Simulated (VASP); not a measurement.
Runs of VASP 6.6.1 on KP3Ru. The structure is that of space group Pm-3m (No. 221), or close to it. The cells are those of the table. The cell was generated, and may not be a known phase.

```tsv
task	spin	cell	k mesh	cutoff (eV)	gap on the mesh (eV)	pressure (GPa)	moment (μB)
single point	collinear, ferromagnetic start	a = 5.032 Å, 5 atoms	8 × 8 × 8	520	none	0.3	2.73
single point	collinear, ferromagnetic start	a = 4.918 Å, 5 atoms	4 × 4 × 4	520	none	2.3	(a)
relaxation of cell and atoms	off	relaxed from a = 4.616 Å, 5 atoms	4 × 4 × 4	600	none	0.3	-
single point	off	a = 4.616 Å, 5 atoms	4 × 4 × 4	520	none	7.3	-
```

Alike in all rows: level PBE; potentials or basis VASP PAW PBE potentials, release 64 (K_sv, P, Ru_pv); smearing gaussian 0.1 eV.

**Question.** Estimate the missing entries.

**Answer.** (a) 2.51.

Caveats: the cell stands under pressure (at least some runs).

A k mesh can miss the band edges, and the runs leave out spin-orbit coupling on Ru.

A gap of «none» marks levels without a gap at the run's occupations.
